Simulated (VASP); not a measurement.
# Mn (Fd-3m) in VASP: notebook

Runs on Mn. Level: PBEsol. Tasks: single point.

Program: VASP 6.6.1. These are calculated values, not measurements. Logs are shortened: lines on timing, memory, paths and dates and some standing lists are left out, and cuts for length are marked.

## Step 1: The cell of the first run

It takes space group Fd-3m (No. 227, cubic). The conventional cell has a = 5.041 Å, b = 5.041 Å, c = 5.041 Å, α = 90.00°, β = 90.00°, γ = 90.00°. Within 2.9 Å of Mn (site symmetry -43m) lie 4 Mn at 2.18 Å.

This isn't the form of Mn at room conditions, which is a 58-atom cubic cell.

## Step 2: Single point, PBEsol, collinear spin, antiferromagnetic start (16.01 Å³/atom)

Contents of INCAR:

```
  ALGO = Normal
  EDIFF = 1E-6
  ENCUT = 520
  GGA = PS
  ISIF = 2
  ISMEAR = -1
  ISPIN = 2
  LASPH = True
  LCHARG = True
  LELF = True
  LMAXMIX = 4
  LORBIT = 11
  LREAL = False
  LVHAR = True
  LWAVE = False
  MAGMOM = 1.516 -1.516
  NBANDS = 24
  NELM = 150
  PREC = Accurate
  SIGMA = 0.05
```

Contents of KPOINTS:

```
k-points
0
Gamma
  12 12 12
```

Contents of POSCAR:

```
Mn
1.0
    0.0000000000      2.5203773784      2.5203773784
    2.5203773784      0.0000000000      2.5203773784
    2.5203773784      2.5203773784      0.0000000000
Mn
2
Direct
    0.1250000000      0.1250000000      0.1250000000
    0.8750000000      0.8750000000      0.8750000000
```

Potentials or basis: VASP PAW PBE potentials, release 64 (Mn_pv).

Launch:

```
cat potpaw_PBE.64/Mn_pv/POTCAR > POTCAR
mpirun -np 1 vasp_std > vasp.out
```

OUTCAR:

```text
EDIFF = 1E-6
   ENCUT = 520
   GGA = PS
   ISIF = 2
   ISMEAR = -1
   ISPIN = 2
   LASPH = True
   LORBIT = 11
   LREAL = False
   NELM = 150
   PREC = Accurate

 ion  position               nearest neighbor table
   1  0.125  0.125  0.125-   2 2.18   2 2.18   2 2.18   2 2.18
   2  0.875  0.875  0.875-   1 2.18   1 2.18   1 2.18   1 2.18

  LATTYP: Found a face centered cubic cell.
 ALAT       =     5.0407547568

  Lattice vectors:

 A1 = (   0.0000000000,   2.5203773784,   2.5203773784)
 A2 = (   2.5203773784,   0.0000000000,   2.5203773784)
 A3 = (   2.5203773784,   2.5203773784,   0.0000000000)

Analysis of symmetry for initial positions (statically):
=====================================================================
 Subroutine PRICEL returns:
 Original cell was already a primitive cell.

 Routine SETGRP: Setting up the symmetry group for a
 face centered cubic supercell.

 Subroutine GETGRP returns: Found 48 space group operations
 (whereof 12 operations were pure point group operations)
 out of a pool of 48 trial point group operations.

The static configuration has the point symmetry D_3d.
 The point group associated with its full space group is O_h .

Analysis of symmetry for dynamics (positions and initial velocities):
=====================================================================
 Subroutine PRICEL returns:
 Original cell was already a primitive cell.

 Routine SETGRP: Setting up the symmetry group for a
 face centered cubic supercell.

 Subroutine GETGRP returns: Found 48 space group operations
 (whereof 12 operations were pure point group operations)
 out of a pool of 48 trial point group operations.

The dynamic configuration has the point symmetry D_3d.
 The point group associated with its full space group is O_h .

Analysis of structural, dynamic, and magnetic symmetry:
=====================================================================
 Subroutine PRICEL returns:
 Original cell was already a primitive cell.

 Routine SETGRP: Setting up the symmetry group for a
 face centered cubic supercell.

 Subroutine GETGRP returns: Found 48 space group operations
 (whereof 12 operations were pure point group operations)
 out of a pool of 48 trial point group operations.

The overall configuration has the point symmetry D_3d.
 The point group associated with its full space group is O_h .

 Subroutine INISYM returns: Found 48 space group operations
 (whereof 12 operations are pure point group operations),
 and found     1 'primitive' translations

----------------------------------------------------------------------------------------

                                     Primitive cell

  volume of cell :      32.0204

  direct lattice vectors                    reciprocal lattice vectors
     0.000000000  2.520377378  2.520377378    -0.198382990  0.198382990  0.198382990
     2.520377378  0.000000000  2.520377378     0.198382990 -0.198382990  0.198382990
     2.520377378  2.520377378  0.000000000     0.198382990  0.198382990 -0.198382990

  length of vectors
     3.564351871  3.564351871  3.564351871     0.343609418  0.343609418  0.343609418

  position of ions in fractional coordinates (direct lattice)
     0.125000000  0.125000000  0.125000000
     0.875000000  0.875000000  0.875000000

  ion indices of the primitive-cell ions
   primitive index   ion index
                 1           1
                 2           2

----------------------------------------------------------------------------------------

 KPOINTS: k-points

Automatic generation of k-mesh.
 Grid dimensions read from file:
 generate k-points for:   12   12   12

 Generating k-lattice:

  Cartesian coordinates                     Fractional coordinates (reciprocal lattice)
    -0.016531916  0.016531916  0.016531916     0.083333333  0.000000000  0.000000000
     0.016531916 -0.016531916  0.016531916     0.000000000  0.083333333  0.000000000
     0.016531916  0.016531916 -0.016531916     0.000000000  0.000000000  0.083333333

  Length of vectors
     0.028634118  0.028634118  0.028634118

  Shift w.r.t. Gamma in fractional coordinates (k-lattice)
     0.000000000  0.000000000  0.000000000

 Subroutine IBZKPT returns following result:
 ===========================================

 Found     72 irreducible k-points:

 Following reciprocal coordinates:
            Coordinates               Weight
  0.000000  0.000000  0.000000      1.000000
  0.083333  0.000000  0.000000      8.000000
  0.166667  0.000000  0.000000      8.000000
  0.250000  0.000000  0.000000      8.000000
  0.333333  0.000000  0.000000      8.000000
  0.416667  0.000000  0.000000      8.000000
[... 16 lines left out ...]
  0.500000  0.166667  0.000000     24.000000
 -0.416667  0.166667  0.000000     24.000000
 [... further k-points ...]
   k-points           NKPTS =     72   k-points in BZ     NKDIM =     72   number of bands    NBANDS=     24
   number of dos      NEDOS =    301   number of ions     NIONS =      2
   total plane-waves  NPLWV =  21952
   dimension x,y,z NGX =    28 NGY =   28 NGZ =   28
   dimension x,y,z NGXF=    56 NGYF=   56 NGZF=   56
   ions per type =               2
   NGX,Y,Z   is equivalent  to a cutoff of  13.06, 13.06, 13.06 a.u.
   NGXF,Y,Z  is equivalent  to a cutoff of  26.12, 26.12, 26.12 a.u.
 SYSTEM =  unknown system
   PREC   = accura    normal or accurate (medium, high low for compatibility)
   ISTART =      0    job   : 0-new  1-cont  2-samecut
   ICHARG =      2    charge: 1-file 2-atom 10-const
   ISPIN  =      2    spin polarized calculation?
   LNONCOLLINEAR =      F non collinear calculations
   LSORBIT =      F    spin-orbit coupling
   LASPH  =      T    aspherical Exc in radial PAW
   ENCUT  =  520.0 eV  38.22 Ry    6.18 a.u.   6.63  6.63  6.63*2*pi/ulx,y,z
   NELM   =    150;   NELMIN=  2; NELMDL= -5     # of ELM steps
   EDIFF  = 0.1E-05   stopping-criterion for ELM
   LREAL  =      F    real-space projection
   EDIFFG = 0.1E-04   stopping-criterion for IOM
   NSW    =      0    number of steps for IOM
   IBRION =     -1    ionic relax: 0-MD 1-quasi-New 2-CG
   NFREE  =      0    steps in history (QN), initial steepest desc. (CG)
   ISIF   =      2    stress and relaxation
   ISYM   =      2    0-nonsym 1-usesym 2-fastsym
   POTIM  = 0.5000    time-step for ionic-motion
   TEBEG  =    0.0;   TEEND  =   0.0 temperature during run
   PSTRESS=    0.0 pullay stress
   NELECT =      26.0000    total number of electrons
   NUPDOWN=      -1.0000    fix difference up-down
   EMIN   =  10.00;   EMAX   =-10.00  energy-range for DOS
   EFERMI =   0.00;   METHOD = LEGACY
   ISMEAR =    -1;   SIGMA  =   0.05  broadening in eV -4-tet -1-fermi 0-gaus
   EFERMI_NEDOS =   21; number of points for ismear=-14 and -15
   IALGO  =     38    algorithm
   IMIX   =      4    mixing-type and parameters
     AMIX     =   0.40;   BMIX     =  1.00
     AMIX_MAG =   1.60;   BMIX_MAG =  1.00
  volume/ion in A,a.u.               =      16.01       108.04
  Fermi-wavevector in a.u.,A,eV,Ry     =   1.527298  2.886174 31.737472  2.332638
  Thomas-Fermi vector in A             =   2.635213
   LORBIT       =     11    0 simple, 1 ext, 2 COOP (PROOUT), +10 PAW based schemes
   GGA     = PS    functional components
   LHFCALC =     F    Hartree Fock is set to
   AEXX    =    0.0000 exact exchange contribution
   IVDW    =     0    specifies the selected vdW correction
   LEPSILON=     F    determine dielectric tensor
   LRPA    =     F    only Hartree local field effects (RPA)
 spin polarized calculation
  energy-cutoff  :      520.00
  volume of cell :       32.02
 maximum number of plane-waves:       883
   NGX = 13   NGY = 13   NGZ = 13

 number of electron      26.0000021 magnetization      -0.0000000

 number of electron      26.0000021 magnetization       0.0000000

 Free energy of the ion-electron system (eV)
  ---------------------------------------------------
  ext. energy  EPLUGINS =         0.00000000
  ---------------------------------------------------
  free energy    TOTEN  =       -16.55406706 eV

  energy without entropy =      -16.54874285  energy(sigma->0) =      -16.55140495

 E-fermi :   5.8306     XC(G=0): -11.5774

 val. band max:        5.8013489566   @ k =  -0.0833   0.0833   0.0000
 cond. band min:       5.8345035937   @ k =  -0.2500   0.5000   0.2500
 fundamental gap:      0.0331546371
 Fermi energy:         5.8306139063

 spin component 1

 k-point     1 :       0.0000    0.0000    0.0000
  band No.  band energies     occupation
      1     -42.9760      1.00000
      2     -42.9760      1.00000
      3     -42.9760      1.00000
      4     -40.9175      1.00000
      5     -40.9175      1.00000
      6     -40.9175      1.00000
[... 16 lines left out ...]
     23      19.6319      0.00000
     24      20.3598      0.00000
[... 598 lines left out ...]
      2     -43.0052      1.00000
      3     -42.9559      1.00000
      4     -40.9486      1.00000
      5     -40.8883      1.00000
      6     -40.8767      1.00000
[... 16 lines left out ...]
     23      22.0509      0.00000
     24      24.8854      0.00000

 [... further k-points ...]

 spin component 2

 k-point     1 :       0.0000    0.0000    0.0000
  band No.  band energies     occupation
      1     -42.9760      1.00000
      2     -42.9760      1.00000
      3     -42.9760      1.00000
      4     -40.9175      1.00000
      5     -40.9175      1.00000
      6     -40.9175      1.00000
[... 16 lines left out ...]
     23      19.6319      0.00000
     24      20.3598      0.00000
[... 598 lines left out ...]
      2     -43.0052      1.00000
      3     -42.9559      1.00000
      4     -40.9486      1.00000
      5     -40.8883      1.00000
      6     -40.8767      1.00000
[... 16 lines left out ...]
     23      22.0509      0.00000
     24      24.8854      0.00000

 [... further k-points ...]

------------------------ aborting loop because EDIFF is reached ----------------------------------------

  FORCE on cell =-STRESS in cart. coord.  units (eV):
  Direction    XX          YY          ZZ          XY          YZ          ZX
  --------------------------------------------------------------------------------------
  -------------------------------------------------------------------------------------
  Total       -0.4703303     -0.4703303     -0.4703303     -0.0000000      0.0000000      0.0000000
  in kB      -23.5335155    -23.5335155    -23.5335155     -0.0000000      0.0000000      0.0000000
  external PRESSURE =     -23.5335155 kB  Pullay stress =       0.0000000 kB

 VOLUME and BASIS-vectors are now :
 -----------------------------------------------------------------------------
  energy-cutoff  :      520.00
  volume of cell :       32.02
      direct lattice vectors                 reciprocal lattice vectors
     0.000000000  2.520377378  2.520377378    -0.198382990  0.198382990  0.198382990
     2.520377378  0.000000000  2.520377378     0.198382990 -0.198382990  0.198382990
     2.520377378  2.520377378  0.000000000     0.198382990  0.198382990 -0.198382990

 POSITION                                       TOTAL-FORCE (eV/Angst)
 -----------------------------------------------------------------------------------
      0.63009      0.63009      0.63009         0.000000      0.000000      0.000000
      4.41066      4.41066      4.41066        -0.000000     -0.000000     -0.000000
 -----------------------------------------------------------------------------------
    total drift:                                0.000000      0.000000     -0.000000

  FREE ENERGIE OF THE ION-ELECTRON SYSTEM (eV)
  ---------------------------------------------------
  free  energy   TOTEN  =       -16.5540670609 eV

  energy  without entropy=      -16.5487428472  energy(sigma->0) =      -16.55140495

 total charge

# of ion       s       p       d       tot
------------------------------------------
    1        0.478   6.252   5.225  11.955
    2        0.478   6.252   5.225  11.955
--------------------------------------------------
tot          0.955  12.505  10.451  23.911

 magnetization (x)

# of ion       s       p       d       tot
------------------------------------------
    1        0.047  -0.016   1.870   1.901
    2       -0.047   0.016  -1.870  -1.901
--------------------------------------------------
tot          0.000   0.000   0.000   0.000
```

Run time: 74 s. Hardware: 1 thread of Intel Xeon Platinum 8488C (Sapphire Rapids), shared host; peak memory 0.22 GiB.

Results:

```yaml
Free_energy: -16.5541 eV
Pressure: -2.4 GPa
Band_gap_on_the_k_mesh: zero (filled and empty bands overlap)
Net_moment: 0.00 μB per cell
Site_moments: Mn +1.90, -1.90 μB
Valence_electrons_inside_the_program's_atomic_spheres: Mn 11.96
```

Caveat: the antiferromagnetic order is the one typed at the start, and another may lie lower; the PAW data sets were made with another functional, which shifts forces and pressure a little.

[end of part 1 of 2]

The gap in the log of VASP goes by the Fermi energy; the results here count the filled bands.